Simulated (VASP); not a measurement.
Crystal: BaTe.

```
Ba Te
1.0
     0.00000    3.53239    3.53239
     3.53239    0.00000    3.53239
     3.53239    3.53239    0.00000
Ba Te
1 1
Direct
  0.00000 0.00000 0.00000
  0.50000 0.50000 0.50000
```

Base run:

* Program: VASP 6.6.1
* Functional: r2SCAN
* Potentials or basis: VASP PAW PBE potentials, release 64 (Ba_sv, Te)
* Cutoff: 520 eV
* k mesh: 4 × 4 × 4
* Occupations: gaussian, width 0.01 eV
* Spin: no spin polarisation

Its results: band gap on the k mesh 1.93 eV, indirect (least direct gap 2.31 eV); pressure 0.3 GPa.

Question: The run is repeated on the same cell with these changes: functional from r2SCAN to PBE. What comes out?

Answer: Band gap on the k mesh 1.57 eV, indirect (least direct gap 1.96 eV); pressure 0.4 GPa.

r2SCAN gives the wider gap, since meta-GGAs in the generalised Kohn-Sham scheme recover part of the derivative discontinuity.

Caveats: spin-orbit coupling is left out, which moves the levels of the heavy elements; the PAW data sets were made with another functional, which shifts forces and pressure a little (some runs).

A k mesh can miss the band edges.
